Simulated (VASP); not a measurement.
# Nb (Fmmm) in VASP: single point with PBE

Aim: the single point of Nb with PBE.

All numbers are computed with VASP 6.6.1; they aren't measurements. Logs are shortened: lines on timing, memory, paths and dates and some standing lists are left out, and cuts for length are marked.

## (1) The cell of the first run

It takes space group Fmmm (No. 69, orthorhombic). Conventional cell: a = 3.328 Å, b = 4.677 Å, c = 4.736 Å, α = 90.00°, β = 90.00°, γ = 90.00°. Within 3.8 Å of Nb (site symmetry mmm) lie 14 Nb at 2.87 to 3.33 Å.

## (2) Single point, PBE (strain +0.0125 x Voigt [0, 0, 0, 1, 0, 0])

INCAR

```
PREC = Accurate
ENCUT = 520
EDIFF = 1E-7
ISMEAR = 0
SIGMA = 0.15
LREAL = F
LASPH = T
NELM = 80
ALGO = Fast
ISIF = 2
LWAVE = F
LCHARG = F
GGA = PE
NBANDS = 12
```

KPOINTS

```
Automatic mesh
0
Gamma
  20 20 20
```

POSCAR

```
Nb
1.0
   -1.6639500000      1.6743496875      1.6743496875
    1.6639500000     -1.6535503125      1.6535503125
    1.6639500000      1.6535503125     -1.6535503125
Nb
1
Direct
    0.0000000000      0.0000000000      0.0000000000
```

Potentials or basis: VASP PAW PBE potentials, release 64 (Nb_sv).

Command:

```sh
$ cat potpaw_PBE.64/Nb_sv/POTCAR > POTCAR
$ mpirun -np 1 vasp_std > vasp.out
```

OUTCAR:

```text
PREC = Accurate
   ENCUT = 520
   EDIFF = 1E-7
   ISMEAR = 0
   LREAL = F
   LASPH = T
   NELM = 80
   ISIF = 2
   GGA = PE

 ion  position               nearest neighbor table
   1  0.000  0.000  0.000-

  LATTYP: Found a face centered orthorhombic cell.
 ALAT       =     3.3279000000
 B/A-ratio  =     1.4053747276
 C/A-ratio  =     1.4230523971

  Lattice vectors:

 A1 = (   0.0000000000,   3.3279000000,   0.0207993750)
 A2 = (   1.6639500000,   1.6743496875,   1.6743496875)
 A3 = (   1.6639500000,   1.6535503125,  -1.6535503125)

Analysis of symmetry for initial positions (statically):
=====================================================================
 Subroutine PRICEL returns:
 Original cell was already a primitive cell.

 Routine SETGRP: Setting up the symmetry group for a
 face centered orthorhombic supercell.

 Subroutine GETGRP returns: Found  8 space group operations
 (whereof  8 operations were pure point group operations)
 out of a pool of  8 trial point group operations.

The static configuration has the point symmetry D_2h.

Analysis of symmetry for dynamics (positions and initial velocities):
=====================================================================
 Subroutine PRICEL returns:
 Original cell was already a primitive cell.

 Routine SETGRP: Setting up the symmetry group for a
 face centered orthorhombic supercell.

 Subroutine GETGRP returns: Found  8 space group operations
 (whereof  8 operations were pure point group operations)
 out of a pool of  8 trial point group operations.

The dynamic configuration has the point symmetry D_2h.

 Subroutine INISYM returns: Found  8 space group operations
 (whereof  8 operations are pure point group operations),
 and found     1 'primitive' translations

----------------------------------------------------------------------------------------

                                     Primitive cell

  volume of cell :      18.4274

  direct lattice vectors                    reciprocal lattice vectors
    -1.663950000  1.674349687  1.674349687     0.000000000  0.298623402  0.298623402
     1.663950000 -1.653550312  1.653550312     0.300489798 -0.001878135  0.300501537
     1.663950000  1.653550312 -1.653550312     0.300489798  0.300501537 -0.001878135

  length of vectors
     2.894066923  2.870049978  2.870049978     0.422317265  0.424969199  0.424969199

  position of ions in fractional coordinates (direct lattice)
     0.000000000  0.000000000  0.000000000

  ion indices of the primitive-cell ions
   primitive index   ion index
                 1           1

----------------------------------------------------------------------------------------

 KPOINTS: Automatic mesh

Automatic generation of k-mesh.
 Grid dimensions read from file:
 generate k-points for:   20   20   20

 Generating k-lattice:

  Cartesian coordinates                     Fractional coordinates (reciprocal lattice)
     0.000000000  0.014931170  0.014931170     0.050000000  0.000000000  0.000000000
     0.015024490 -0.000093907  0.015025077     0.000000000  0.050000000  0.000000000
     0.015024490  0.015025077 -0.000093907     0.000000000 -0.000000000  0.050000000

  Length of vectors
     0.021115863  0.021248460  0.021248460

  Shift w.r.t. Gamma in fractional coordinates (k-lattice)
     0.000000000  0.000000000  0.000000000

 Subroutine IBZKPT returns following result:
 ===========================================

 Found   1166 irreducible k-points:

 Following reciprocal coordinates:
            Coordinates               Weight
  0.000000  0.000000  0.000000      1.000000
  0.050000  0.000000  0.000000      2.000000
  0.100000  0.000000  0.000000      2.000000
  0.150000  0.000000  0.000000      2.000000
  0.200000  0.000000  0.000000      2.000000
  0.250000  0.000000  0.000000      2.000000
[... 16 lines left out ...]
  0.050000  0.100000  0.000000      8.000000
  0.100000  0.100000  0.000000      8.000000
 [... further k-points ...]
   k-points           NKPTS =   1166   k-points in BZ     NKDIM =   1166   number of bands    NBANDS=     12
   number of dos      NEDOS =    301   number of ions     NIONS =      1
   total plane-waves  NPLWV =  13824
   dimension x,y,z NGX =    24 NGY =   24 NGZ =   24
   dimension x,y,z NGXF=    48 NGYF=   48 NGZF=   48
   ions per type =               1
   NGX,Y,Z   is equivalent  to a cutoff of  13.79, 13.90, 13.90 a.u.
   NGXF,Y,Z  is equivalent  to a cutoff of  27.57, 27.80, 27.80 a.u.
 SYSTEM =  unknown system
   PREC   = accura    normal or accurate (medium, high low for compatibility)
   ISTART =      0    job   : 0-new  1-cont  2-samecut
   ICHARG =      2    charge: 1-file 2-atom 10-const
   ISPIN  =      1    spin polarized calculation?
   LNONCOLLINEAR =      F non collinear calculations
   LSORBIT =      F    spin-orbit coupling
   LASPH  =      T    aspherical Exc in radial PAW
   ENCUT  =  520.0 eV  38.22 Ry    6.18 a.u.   5.38  5.34  5.34*2*pi/ulx,y,z
   NELM   =     80;   NELMIN=  2; NELMDL= -5     # of ELM steps
   EDIFF  = 0.1E-06   stopping-criterion for ELM
   LREAL  =      F    real-space projection
   EDIFFG = 0.1E-05   stopping-criterion for IOM
   NSW    =      0    number of steps for IOM
   IBRION =     -1    ionic relax: 0-MD 1-quasi-New 2-CG
   NFREE  =      0    steps in history (QN), initial steepest desc. (CG)
   ISIF   =      2    stress and relaxation
   ISYM   =      2    0-nonsym 1-usesym 2-fastsym
   POTIM  = 0.5000    time-step for ionic-motion
   TEBEG  =    0.0;   TEEND  =   0.0 temperature during run
   PSTRESS=    0.0 pullay stress
   NELECT =      13.0000    total number of electrons
   NUPDOWN=      -1.0000    fix difference up-down
   EMIN   =  10.00;   EMAX   =-10.00  energy-range for DOS
   EFERMI =   0.00;   METHOD = LEGACY
   ISMEAR =     0;   SIGMA  =   0.15  broadening in eV -4-tet -1-fermi 0-gaus
   EFERMI_NEDOS =   21; number of points for ismear=-14 and -15
   IALGO  =     68    algorithm
   IMIX   =      4    mixing-type and parameters
     AMIX     =   0.40;   BMIX     =  1.00
     AMIX_MAG =   1.60;   BMIX_MAG =  1.00
  volume/ion in A,a.u.               =      18.43       124.35
  Fermi-wavevector in a.u.,A,eV,Ry     =   1.457364  2.754018 28.897543  2.123909
  Thomas-Fermi vector in A             =   2.574174
   LORBIT       =      0    0 simple, 1 ext, 2 COOP (PROOUT), +10 PAW based schemes
   GGA     = PE    functional components
   LHFCALC =     F    Hartree Fock is set to
   AEXX    =    0.0000 exact exchange contribution
   IVDW    =     0    specifies the selected vdW correction
   LEPSILON=     F    determine dielectric tensor
   LRPA    =     F    only Hartree local field effects (RPA)
 non-spin polarized calculation
 RMM-DIIS sequential band-by-band and
 Gauss-broadening in eV      SIGMA  =   0.15
  energy-cutoff  :      520.00
  volume of cell :       18.43
 maximum number of plane-waves:       523
 NGX is ok and might be reduce to    24
   NGX = 11   NGY = 11   NGZ = 11

 number of electron      12.9999999 magnetization

 Free energy of the ion-electron system (eV)
  ---------------------------------------------------
  ext. energy  EPLUGINS =         0.00000000
  ---------------------------------------------------
  free energy    TOTEN  =       -10.22148454 eV

  energy without entropy =      -10.20421466  energy(sigma->0) =      -10.21284960

 E-fermi :  10.8743     XC(G=0): -12.3822

 val. band max:       10.8738008425   @ k =   0.0500   0.0500   0.0500
 cond. band min:      10.8746218285   @ k =   0.2000  -0.4500   0.4500
 fundamental gap:      0.0008209860
 Fermi energy:        10.8742788162

 k-point     1 :       0.0000    0.0000    0.0000
  band No.  band energies     occupation
      1     -43.5324      2.00000
      2     -18.8967      2.00000
      3     -18.8763      2.00000
      4     -18.8568      2.00000
      5       4.9614      2.00000
      6      11.1478      0.00991
      7      11.2332      0.00071
      8      11.3270      0.00002
      9      14.0724      0.00000
     10      14.0771      0.00000
     11      24.9181      0.00000
     12      25.0238      0.00000

 k-point     2 :       0.0500    0.0000    0.0000
  band No.  band energies     occupation
      1     -43.5272      2.00000
      2     -18.9291      2.00000
      3     -18.8859      2.00000
      4     -18.8571      2.00000
      5       5.0616      2.00000
      6      11.0880      0.04387
      7      11.2128      0.00141
      8      11.4209      0.00000
      9      13.9905      0.00000
     10      14.0755      0.00000
     11      25.1483      0.00000
     12      25.1924      0.00000

 k-point     3 :       0.1000    0.0000    0.0000
  band No.  band energies     occupation
      1     -43.5122      2.00000
      2     -19.0226      2.00000
      3     -18.9137      2.00000
      4     -18.8582      2.00000
      5       5.3515      2.00000
      6      10.9200      0.66668
      7      11.1388      0.01262
      8      11.6997      0.00000
      9      13.7940      0.00000
     10      14.0878      0.00000
     11      25.3943      0.00000
     12      25.6983      0.00000

 k-point     4 :       0.1500    0.0000    0.0000
  band No.  band energies     occupation
      1     -43.4888      2.00000
      2     -19.1661      2.00000
      3     -18.9568      2.00000
      4     -18.8599      2.00000
      5       5.7986      2.00000
      6      10.6726      1.94270
      7      10.9927      0.26435
      8      12.1546      0.00000
      9      13.6226      0.00000
     10      14.1180      0.00000
     11      25.5849      0.00000
     12      26.4880      0.00000

 k-point     5 :       0.2000    0.0000    0.0000
  band No.  band energies     occupation
      1     -43.4591      2.00000
      2     -19.3435      2.00000
      3     -19.0106      2.00000
      4     -18.8620      2.00000
      5       6.3388      2.00000
      6      10.3826      2.00000
      7      10.8074      1.47167
      8      12.7705      0.00000
      9      13.5751      0.00000
     10      14.1760      0.00000
     11      25.5523      0.00000
     12      26.7456      0.00000
[... 228 lines left out ...]
      1     -43.3171      2.00000
      2     -20.1136      2.00000
      3     -19.2637      2.00000
      4     -18.8857      2.00000
      5       7.3170      2.00000
      6       9.2773      2.00000
      7      12.6491      0.00000
      8      14.1210      0.00000
      9      14.9417      0.00000
     10      17.0578      0.00000
     11      22.3925      0.00000
     12      22.6988      0.00000

 k-point    22 :       0.0000    0.1000    0.0000
  band No.  band energies     occupation
      1     -43.5114      2.00000
      2     -19.0070      2.00000
      3     -18.9197      2.00000
      4     -18.8726      2.00000
      5       5.3563      2.00000
      6      10.9832      0.30444
      7      11.1752      0.00456
      8      11.6239      0.00000
      9      13.7513      0.00000
     10      14.0800      0.00000
     11      25.3009      0.00000
     12      25.7005      0.00000

 k-point    23 :       0.0500    0.1000    0.0000
  band No.  band energies     occupation
      1     -43.4971      2.00000
      2     -19.1018      2.00000
      3     -18.9319      2.00000
      4     -18.8810      2.00000
      5       5.6322      2.00000
      6      10.8493      1.18628
      7      11.0128      0.19151
      8      11.9610      0.00000
      9      13.5864      0.00000
     10      14.1351      0.00000
     11      25.5523      0.00000
     12      26.1258      0.00000

 k-point    24 :       0.1000    0.1000    0.0000
  band No.  band energies     occupation
      1     -43.4747      2.00000
      2     -19.2360      2.00000
      3     -18.9630      2.00000
      4     -18.8935      2.00000
      5       6.0620      2.00000
      6      10.6554      1.96095
      7      10.7827      1.61233
      8      12.4698      0.00000
      9      13.4064      0.00000
     10      14.2439      0.00000
     11      25.9083      0.00000
     12      26.4911      0.00000

 [... further k-points ...]
[... 5 lines left out ...]
  --------------------------------------------------------------------------------------
  -------------------------------------------------------------------------------------
  Total       -0.3418924     -0.3421293     -0.3421293      0.0000000     -0.0222434      0.0000000
  in kB      -29.7259801    -29.7465801    -29.7465801      0.0000000     -1.9339648      0.0000000
  external PRESSURE =     -29.7397134 kB  Pullay stress =       0.0000000 kB

 VOLUME and BASIS-vectors are now :
 -----------------------------------------------------------------------------
  energy-cutoff  :      520.00
  volume of cell :       18.43
      direct lattice vectors                 reciprocal lattice vectors
    -1.663950000  1.674349687  1.674349687     0.000000000  0.298623402  0.298623402
     1.663950000 -1.653550312  1.653550312     0.300489798 -0.001878135  0.300501537
     1.663950000  1.653550312 -1.653550312     0.300489798  0.300501537 -0.001878135

 POSITION                                       TOTAL-FORCE (eV/Angst)
 -----------------------------------------------------------------------------------
      0.00000      0.00000      0.00000        -0.000000      0.000000     -0.000000
 -----------------------------------------------------------------------------------
    total drift:                               -0.000000      0.000000      0.000000

  FREE ENERGIE OF THE ION-ELECTRON SYSTEM (eV)
  ---------------------------------------------------
  free  energy   TOTEN  =       -10.2214845408 eV

  energy  without entropy=      -10.2042146620  energy(sigma->0) =      -10.21284960
```

Run time: 14 min. Hardware: 1 thread of AMD EPYC 7R43 (Zen 3), shared host; peak memory 0.31 GiB.

What came out:

| Item | Value |
| --- | --- |
| Free energy | -10.2215 eV |
| Pressure | -3.0 GPa |

Caveat: the cell differs from its parent crystal (strain +0.0125 x Voigt [0, 0, 0, 1, 0, 0]).
